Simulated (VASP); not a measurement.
A run of VASP 6.6.1 is set up as follows.

File INCAR:

```
SYSTEM = CdSe
ALGO     = Normal         ! electronic algorithm
EDIFF    = 1E-7           ! SCF threshold, eV
ENCUT    = 520            ! plane-wave cutoff, eV
ISIF     = 2              ! what is computed and relaxed
ISMEAR   = -1             ! smearing method
LASPH    = .TRUE.         ! aspherical terms in the spheres
LCHARG   = .FALSE.        ! write CHGCAR
LREAL    = .FALSE.        ! projectors in reciprocal space
LWAVE    = .FALSE.        ! write WAVECAR
NBANDS   = 16             ! bands
NELM     = 80             ! most SCF steps
PREC     = Accurate       ! precision mode
SIGMA    = 0.03           ! smearing width, eV
```

The input KPOINTS:

```
k-points
0
G
  8 8 8
  0 0 0
```

File POSCAR:

```
CdSe
1.0
    0.0000000000      3.1106741371      3.1106741371
    3.1106741371      0.0000000000      3.1106741371
    3.1106741371      3.1106741371      0.0000000000
Cd Se
1 1
Direct
    0.0000000000      0.0000000000      0.0000000000
    0.2500000000      0.2500000000      0.2500000000
```

Potentials or basis: VASP PAW LDA potentials, release 64 (Cd, Se).

Run with:

```sh
$ cat potpaw_LDA.64/Cd/POTCAR potpaw_LDA.64/Se/POTCAR > POTCAR
$ mpirun -np 1 vasp_std > vasp.out
```

Predict the pressure.

-4.4 GPa.

What does it give for the band gap on the k mesh?

0.23 eV, direct.
